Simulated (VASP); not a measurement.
# MgO (Fm-3m) in VASP: further runs

The runs below take MgO through single point, with PBE.

Program: VASP 6.6.1. These are calculated values, not measurements. Logs are shortened: lines on timing, memory, paths and dates and some standing lists are left out, and cuts for length are marked.

### 1 The cell of the first run

It takes space group Fm-3m (No. 225, cubic). The conventional cell has a = 4.389 Å, b = 4.389 Å, c = 4.389 Å, α = 90.00°, β = 90.00°, γ = 90.00°. Mg (site symmetry m-3m) has 6 O at 2.19 Å within 2.9 Å. Within 2.9 Å of O (site symmetry m-3m) lie 6 Mg at 2.19 Å.

### 2 Single point, PBE

INCAR

```
  PREC = Accurate
  ENCUT = 600
  EDIFF = 1E-6
  ISMEAR = -1
  SIGMA = 0.0134
  LREAL = False
  LASPH = True
  NELM = 120
  ALGO = Normal
  ISIF = 2
  LWAVE = False
  LCHARG = False
  GGA = PE
  NBANDS = 11
  GGA_COMPAT = False
```

KPOINTS

```
regular mesh
0
Gamma
  10 10 10
```

POSCAR

```
MgO
1.0
    0.0000000000      2.1944256300      2.1944256300
    2.1944256300      0.0000000000      2.1944256300
    2.1944256300      2.1944256300      0.0000000000
Mg O
1 1
Direct
    0.0000000000      0.0000000000      0.0000000000
    0.5000000000      0.5000000000      0.5000000000
```

Potentials or basis: VASP PAW PBE potentials, release 64 (Mg, O).

On the command line:

```bash
> cat potpaw_PBE.64/Mg/POTCAR potpaw_PBE.64/O/POTCAR > POTCAR
> mpirun -np 1 vasp_std > vasp.out
```

OUTCAR:

```text
PREC = Accurate
   ENCUT = 600
   EDIFF = 1E-6
   ISMEAR = -1
   LREAL = False
   LASPH = True
   NELM = 120
   ISIF = 2
   GGA = PE

 ion  position               nearest neighbor table
   1  0.000  0.000  0.000-   2 2.19   2 2.19   2 2.19   2 2.19   2 2.19   2 2.19
   2  0.500  0.500  0.500-   1 2.19   1 2.19   1 2.19   1 2.19   1 2.19   1 2.19

  LATTYP: Found a face centered cubic cell.
 ALAT       =     4.3888512600

  Lattice vectors:

 A1 = (   0.0000000000,   2.1944256300,   2.1944256300)
 A2 = (   2.1944256300,   0.0000000000,   2.1944256300)
 A3 = (   2.1944256300,   2.1944256300,   0.0000000000)

Analysis of symmetry for initial positions (statically):
=====================================================================
 Subroutine PRICEL returns:
 Original cell was already a primitive cell.

 Routine SETGRP: Setting up the symmetry group for a
 face centered cubic supercell.

 Subroutine GETGRP returns: Found 48 space group operations
 (whereof 48 operations were pure point group operations)
 out of a pool of 48 trial point group operations.

The static configuration has the point symmetry O_h .

Analysis of symmetry for dynamics (positions and initial velocities):
=====================================================================
 Subroutine PRICEL returns:
 Original cell was already a primitive cell.

 Routine SETGRP: Setting up the symmetry group for a
 face centered cubic supercell.

 Subroutine GETGRP returns: Found 48 space group operations
 (whereof 48 operations were pure point group operations)
 out of a pool of 48 trial point group operations.

The dynamic configuration has the point symmetry O_h .

 Subroutine INISYM returns: Found 48 space group operations
 (whereof 48 operations are pure point group operations),
 and found     1 'primitive' translations

----------------------------------------------------------------------------------------

                                     Primitive cell

  volume of cell :      21.1345

  direct lattice vectors                    reciprocal lattice vectors
     0.000000000  2.194425630  2.194425630    -0.227850055  0.227850055  0.227850055
     2.194425630  0.000000000  2.194425630     0.227850055 -0.227850055  0.227850055
     2.194425630  2.194425630  0.000000000     0.227850055  0.227850055 -0.227850055

  length of vectors
     3.103386488  3.103386488  3.103386488     0.394647871  0.394647871  0.394647871

  position of ions in fractional coordinates (direct lattice)
     0.000000000  0.000000000  0.000000000
     0.500000000  0.500000000  0.500000000

  ion indices of the primitive-cell ions
   primitive index   ion index
                 1           1
                 2           2

----------------------------------------------------------------------------------------

 KPOINTS: regular mesh

Automatic generation of k-mesh.
 Grid dimensions read from file:
 generate k-points for:   10   10   10

 Generating k-lattice:

  Cartesian coordinates                     Fractional coordinates (reciprocal lattice)
    -0.022785005  0.022785005  0.022785005     0.100000000  0.000000000  0.000000000
     0.022785005 -0.022785005  0.022785005     0.000000000  0.100000000  0.000000000
     0.022785005  0.022785005 -0.022785005     0.000000000  0.000000000  0.100000000

  Length of vectors
     0.039464787  0.039464787  0.039464787

  Shift w.r.t. Gamma in fractional coordinates (k-lattice)
     0.000000000  0.000000000  0.000000000

 Subroutine IBZKPT returns following result:
 ===========================================

 Found     47 irreducible k-points:

 Following reciprocal coordinates:
            Coordinates               Weight
  0.000000  0.000000  0.000000      1.000000
  0.100000  0.000000  0.000000      8.000000
  0.200000  0.000000  0.000000      8.000000
  0.300000  0.000000  0.000000      8.000000
  0.400000  0.000000  0.000000      8.000000
  0.500000  0.000000  0.000000      4.000000
[... 16 lines left out ...]
  0.300000  0.300000  0.000000      6.000000
  0.400000  0.300000  0.000000     24.000000
 [... further k-points ...]
   k-points           NKPTS =     47   k-points in BZ     NKDIM =     47   number of bands    NBANDS=     11
   number of dos      NEDOS =    301   number of ions     NIONS =      2
   total plane-waves  NPLWV =  21952
   dimension x,y,z NGX =    28 NGY =   28 NGZ =   28
   dimension x,y,z NGXF=    56 NGYF=   56 NGZF=   56
   ions per type =               1   1
   NGX,Y,Z   is equivalent  to a cutoff of  15.00, 15.00, 15.00 a.u.
   NGXF,Y,Z  is equivalent  to a cutoff of  30.00, 30.00, 30.00 a.u.
 SYSTEM =  unknown system
   PREC   = accura    normal or accurate (medium, high low for compatibility)
   ISTART =      0    job   : 0-new  1-cont  2-samecut
   ICHARG =      2    charge: 1-file 2-atom 10-const
   ISPIN  =      1    spin polarized calculation?
   LNONCOLLINEAR =      F non collinear calculations
   LSORBIT =      F    spin-orbit coupling
   LASPH  =      T    aspherical Exc in radial PAW
   ENCUT  =  600.0 eV  44.10 Ry    6.64 a.u.   6.20  6.20  6.20*2*pi/ulx,y,z
   NELM   =    120;   NELMIN=  2; NELMDL= -5     # of ELM steps
   EDIFF  = 0.1E-05   stopping-criterion for ELM
   LREAL  =      F    real-space projection
   EDIFFG = 0.1E-04   stopping-criterion for IOM
   NSW    =      0    number of steps for IOM
   IBRION =     -1    ionic relax: 0-MD 1-quasi-New 2-CG
   NFREE  =      0    steps in history (QN), initial steepest desc. (CG)
   ISIF   =      2    stress and relaxation
   ISYM   =      2    0-nonsym 1-usesym 2-fastsym
   POTIM  = 0.5000    time-step for ionic-motion
   TEBEG  =    0.0;   TEEND  =   0.0 temperature during run
   PSTRESS=    0.0 pullay stress
   NELECT =       8.0000    total number of electrons
   NUPDOWN=      -1.0000    fix difference up-down
   EMIN   =  10.00;   EMAX   =-10.00  energy-range for DOS
   EFERMI =   0.00;   METHOD = LEGACY
   ISMEAR =    -1;   SIGMA  =   0.01  broadening in eV -4-tet -1-fermi 0-gaus
   EFERMI_NEDOS =   21; number of points for ismear=-14 and -15
   IALGO  =     38    algorithm
   IMIX   =      4    mixing-type and parameters
     AMIX     =   0.40;   BMIX     =  1.00
     AMIX_MAG =   1.60;   BMIX_MAG =  1.00
  volume/ion in A,a.u.               =      10.57        71.31
  Fermi-wavevector in a.u.,A,eV,Ry     =   1.184242  2.237894 19.081221  1.402430
  Thomas-Fermi vector in A             =   2.320461
   LORBIT       =      0    0 simple, 1 ext, 2 COOP (PROOUT), +10 PAW based schemes
   GGA     = PE    functional components
   LHFCALC =     F    Hartree Fock is set to
   AEXX    =    0.0000 exact exchange contribution
   IVDW    =     0    specifies the selected vdW correction
   LEPSILON=     F    determine dielectric tensor
   LRPA    =     F    only Hartree local field effects (RPA)
 non-spin polarized calculation
  energy-cutoff  :      600.00
  volume of cell :       21.13
 maximum number of plane-waves:       725
 NGX is ok and might be reduce to    28
   NGX = 13   NGY = 13   NGZ = 13

 number of electron       8.0000000 magnetization

 Free energy of the ion-electron system (eV)
  ---------------------------------------------------
  ext. energy  EPLUGINS =         0.00000000
  ---------------------------------------------------
  free energy    TOTEN  =       -11.83405378 eV

  energy without entropy =      -11.83405378  energy(sigma->0) =      -11.83405378

 E-fermi :   2.6300     XC(G=0): -10.5095

 val. band max:        2.3191750604   @ k =   0.0000   0.0000   0.0000
 cond. band min:       5.9361075948   @ k =   0.0000   0.0000   0.0000
 fundamental gap:      3.6169325344
 Fermi energy:         2.6300227107

 k-point     1 :       0.0000    0.0000    0.0000
  band No.  band energies     occupation
      1     -14.3593      2.00000
      2       2.3192      2.00000
      3       2.3192      2.00000
      4       2.3192      2.00000
      5       5.9361      0.00000
      6      17.4167      0.00000
      7      17.4167      0.00000
      8      17.4167      0.00000
      9      21.0207      0.00000
     10      22.6592      0.00000
     11      22.6592      0.00000

 k-point     2 :       0.1000    0.0000    0.0000
  band No.  band energies     occupation
      1     -14.2749      2.00000
      2       1.6872      2.00000
      3       2.2650      2.00000
      4       2.2650      2.00000
      5       6.5792      0.00000
      6      16.1981      0.00000
      7      17.6097      0.00000
      8      17.6097      0.00000
      9      21.7330      0.00000
     10      21.7330      0.00000
     11      22.4189      0.00000

 k-point     3 :       0.2000    0.0000    0.0000
  band No.  band energies     occupation
      1     -14.0445      2.00000
      2       0.4850      2.00000
      3       2.1272      2.00000
      4       2.1272      2.00000
      5       7.7774      0.00000
      6      14.6543      0.00000
      7      17.9329      0.00000
      8      17.9329      0.00000
      9      21.0392      0.00000
     10      21.0392      0.00000
     11      22.6495      0.00000

 k-point     4 :       0.3000    0.0000    0.0000
  band No.  band energies     occupation
      1     -13.7382      2.00000
      2      -0.6674      2.00000
      3       1.9643      2.00000
      4       1.9643      2.00000
      5       8.8035      0.00000
      6      13.7561      0.00000
      7      17.8360      0.00000
      8      17.8360      0.00000
      9      21.5209      0.00000
     10      21.5209      0.00000
     11      22.0415      0.00000
[... 239 lines left out ...]
 k-point    22 :      -0.2000    0.2000    0.0000
  band No.  band energies     occupation
      1     -13.6459      2.00000
      2      -0.4946      2.00000
      3       1.1683      2.00000
      4       1.9686      2.00000
      5       9.6289      0.00000
      6      13.5493      0.00000
      7      16.0674      0.00000
      8      18.6653      0.00000
      9      19.8790      0.00000
     10      22.2566      0.00000
     11      25.0462      0.00000

 k-point    23 :       0.3000    0.3000    0.0000
  band No.  band energies     occupation
      1     -13.5750      2.00000
      2      -0.5207      2.00000
      3       1.5026      2.00000
      4       1.5026      2.00000
      5       9.9419      0.00000
      6      12.4758      0.00000
      7      15.4364      0.00000
      8      18.7901      0.00000
      9      18.7901      0.00000
     10      25.0988      0.00000
     11      27.2665      0.00000

 k-point    24 :       0.4000    0.3000    0.0000
  band No.  band energies     occupation
      1     -13.3832      2.00000
      2      -0.8718      2.00000
      3       1.1853      2.00000
      4       1.3750      2.00000
      5      10.6835      0.00000
      6      12.1368      0.00000
      7      14.6561      0.00000
      8      18.9232      0.00000
      9      19.1129      0.00000
     10      25.7166      0.00000
     11      26.9175      0.00000

 [... further k-points ...]
[... 5 lines left out ...]
  --------------------------------------------------------------------------------------
  -------------------------------------------------------------------------------------
  Total       -1.6480161     -1.6480161     -1.6480161      0.0000000      0.0000000      0.0000000
  in kB     -124.9336508   -124.9336508   -124.9336508      0.0000000      0.0000000      0.0000000
  external PRESSURE =    -124.9336508 kB  Pullay stress =       0.0000000 kB

 VOLUME and BASIS-vectors are now :
 -----------------------------------------------------------------------------
  energy-cutoff  :      600.00
  volume of cell :       21.13
      direct lattice vectors                 reciprocal lattice vectors
     0.000000000  2.194425630  2.194425630    -0.227850055  0.227850055  0.227850055
     2.194425630  0.000000000  2.194425630     0.227850055 -0.227850055  0.227850055
     2.194425630  2.194425630  0.000000000     0.227850055  0.227850055 -0.227850055

 POSITION                                       TOTAL-FORCE (eV/Angst)
 -----------------------------------------------------------------------------------
      0.00000      0.00000      0.00000        -0.000000     -0.000000      0.000000
      2.19443      2.19443      2.19443         0.000000      0.000000     -0.000000
 -----------------------------------------------------------------------------------
    total drift:                                0.000000      0.000000      0.000000

  FREE ENERGIE OF THE ION-ELECTRON SYSTEM (eV)
  ---------------------------------------------------
  free  energy   TOTEN  =       -11.8340537794 eV

  energy  without entropy=      -11.8340537794  energy(sigma->0) =      -11.83405378
```

Run time: 7.1 s. Hardware: 1 thread of Intel Xeon Platinum 8559C (Emerald Rapids), shared host; peak memory 0.16 GiB.

Results:

```
Free energy            : -11.8341 eV
Pressure               : -12.5 GPa
Band gap on the k mesh : 3.62 eV, direct
```

Levels at points of the mesh, in eV from the valence-band top:
```csv
k point,band 2,band 3,band 4,band 5,band 6,band 7
"(0.00, 0.00, 0.00)",0.00,0.00,0.00,3.62,15.10,15.10
"(0.50, 0.00, 0.00)",-4.11,-0.53,-0.53,7.14,11.24,15.07
"(0.50, 0.50, 0.00)",-3.60,-1.18,-1.18,8.69,8.95,11.84
```

PBE gaps usually lie below the measured ones, often by a third to a half.

### 3 Single point, PBE

INCAR

```
PREC     = Accurate       # precision mode
ENCUT    = 600            # plane-wave cutoff, eV
EDIFF    = 1E-6           # SCF threshold, eV
ISMEAR   = -1             # smearing method
SIGMA    = 0.0134         # smearing width, eV
LREAL    = F              # projectors in reciprocal space
LASPH    = T              # aspherical terms in the spheres
NELM     = 120            # most SCF steps
ALGO     = Normal         # electronic algorithm
ISIF     = 2              # what is computed and relaxed
LWAVE    = F              # write WAVECAR
LCHARG   = T              # write CHGCAR
GGA      = PE             # functional
LELF     = T              # ELF
LVHAR    = T            
NBANDS   = 11             # bands
GGA_COMPAT= F
```

KPOINTS

```
regular mesh
0
Gamma
  7 7 7
```

POSCAR is that of step 2.

Potentials or basis: VASP PAW PBE potentials, release 64 (Mg, O).

On the command line:

```bash
> cat potpaw_PBE.64/Mg/POTCAR potpaw_PBE.64/O/POTCAR > POTCAR
> mpirun -np 1 vasp_std > vasp.out
```

OUTCAR:

```text
PREC = Accurate
   ENCUT = 600
   EDIFF = 1E-6
   ISMEAR = -1
   LREAL = F
   LASPH = T
   NELM = 120
   ISIF = 2
   GGA = PE

 ion  position               nearest neighbor table
   1  0.000  0.000  0.000-   2 2.19   2 2.19   2 2.19   2 2.19   2 2.19   2 2.19
   2  0.500  0.500  0.500-   1 2.19   1 2.19   1 2.19   1 2.19   1 2.19   1 2.19

  LATTYP: Found a face centered cubic cell.
 ALAT       =     4.3888512600

  Lattice vectors:

 A1 = (   0.0000000000,   2.1944256300,   2.1944256300)
[... 458 lines left out ...]

------------------------ aborting loop because EDIFF is reached ----------------------------------------

  FORCE on cell =-STRESS in cart. coord.  units (eV):
  Direction    XX          YY          ZZ          XY          YZ          ZX
  --------------------------------------------------------------------------------------
  -------------------------------------------------------------------------------------
  Total       -1.6478811     -1.6478811     -1.6478811     -0.0000000      0.0000000      0.0000000
  in kB     -124.9234182   -124.9234182   -124.9234182     -0.0000000      0.0000000      0.0000000
  external PRESSURE =    -124.9234182 kB  Pullay stress =       0.0000000 kB

 VOLUME and BASIS-vectors are now :
 -----------------------------------------------------------------------------
  energy-cutoff  :      600.00
  volume of cell :       21.13
      direct lattice vectors                 reciprocal lattice vectors
     0.000000000  2.194425630  2.194425630    -0.227850055  0.227850055  0.227850055
     2.194425630  0.000000000  2.194425630     0.227850055 -0.227850055  0.227850055
     2.194425630  2.194425630  0.000000000     0.227850055  0.227850055 -0.227850055

 POSITION                                       TOTAL-FORCE (eV/Angst)
 -----------------------------------------------------------------------------------
      0.00000      0.00000      0.00000        -0.000000     -0.000000     -0.000000
      2.19443      2.19443      2.19443         0.000000      0.000000      0.000000
 -----------------------------------------------------------------------------------
    total drift:                                0.000000      0.000000      0.000000

  FREE ENERGIE OF THE ION-ELECTRON SYSTEM (eV)
  ---------------------------------------------------
  free  energy   TOTEN  =       -11.8340135783 eV

  energy  without entropy=      -11.8340135783  energy(sigma->0) =      -11.83401358
```

OSZICAR:

```text
N       E                     dE             d eps       ncg     rms          rms(c)
DAV:   1     0.160733111427E+02    0.16073E+02   -0.47882E+03   496   0.711E+02
DAV:   2    -0.125686015465E+02   -0.28642E+02   -0.25789E+02   494   0.137E+02
DAV:   3    -0.133965356184E+02   -0.82793E+00   -0.82702E+00   524   0.200E+01
DAV:   4    -0.133987489074E+02   -0.22133E-02   -0.22132E-02   488   0.118E+00
DAV:   5    -0.133987566900E+02   -0.77826E-05   -0.77826E-05   512   0.694E-02    0.716E+00
DAV:   6    -0.118666144155E+02    0.15321E+01   -0.99191E+00   458   0.165E+01    0.248E+00
DAV:   7    -0.118421644811E+02    0.24450E-01   -0.10218E-01   467   0.253E+00    0.137E+00
DAV:   8    -0.118346529841E+02    0.75115E-02   -0.39355E-02   449   0.216E+00    0.291E-01
DAV:   9    -0.118340980354E+02    0.55495E-03   -0.73509E-04   500   0.193E-01    0.165E-01
DAV:  10    -0.118340132088E+02    0.84827E-04   -0.63479E-04   467   0.194E-01    0.819E-03
DAV:  11    -0.118340135783E+02   -0.36951E-06   -0.58817E-06   518   0.167E-02
   1 F= -.11834014E+02 E0= -.11834014E+02  d E =-.536418E-12
```

Wall time 15 s (1 thread of Intel Xeon 8259CL, shared host); peak memory 0.16 GiB.

Results:

| Quantity | Value |
| --- | --- |
| Free energy | -11.8340 eV |
| Pressure | -12.5 GPa |
| Band gap on the k mesh | 3.62 eV, direct |

Levels at points of the mesh, in eV from the valence-band top:
| k point | band 1 | band 2 | band 3 | band 4 | band 5 | band 6 | band 7 | band 8 | band 9 |
| --- | --- | --- | --- | --- | --- | --- | --- | --- | --- |
| (0.00, 0.00, 0.00) | -16.68 | 0.00 | 0.00 | 0.00 | 3.62 | 15.10 | 15.10 | 15.10 | 18.70 |
